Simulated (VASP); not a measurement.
Runs of VASP 6.6.1 on HfC (WC type). The structure is that of space group P-6m2 (No. 187), or close to it. The cells are those of the table. 

| cell | gap on the mesh (eV) | pressure (GPa) |
| --- | --- | --- |
| a = 3.083, b = 3.083, c = 2.824 Å, angles 90.0, 90.0, 120.0°, 2 atoms | none | 31.5 |
| a = 2.568, b = 2.568, c = 2.544 Å, angles 90.0, 90.0, 120.0°, 2 atoms | none | (a) |
| a = 2.975, b = 2.975, c = 2.758 Å, angles 90.0, 90.0, 120.0°, 2 atoms | none | 66.6 |
| a = 2.730, b = 2.730, c = 2.620 Å, angles 90.0, 90.0, 120.0°, 2 atoms | none | (b) |
| a = 2.857, b = 2.857, c = 2.690 Å, angles 90.0, 90.0, 120.0°, 2 atoms | none | 119.4 |
| a = 3.161, b = 3.161, c = 2.870 Å, angles 90.0, 90.0, 120.0°, 2 atoms | none | 13.0 |

Alike in all rows: task single point; level PBE; potentials or basis VASP PAW PBE potentials, release 64 (Hf_pv, C); no spin polarisation; k mesh 14 × 14 × 13; cutoff (eV) 520; smearing fermi-dirac 0.08 eV.

Question: Fill in the values left out.

Answer: (a) 351.6; (b) 201.0.

Caveats: the cell stands under pressure; spin-orbit coupling is left out, which moves the levels of the heavy elements.

A k mesh can miss the band edges, and the runs leave out spin-orbit coupling on Hf.

A gap of «none» marks levels without a gap at the run's occupations.
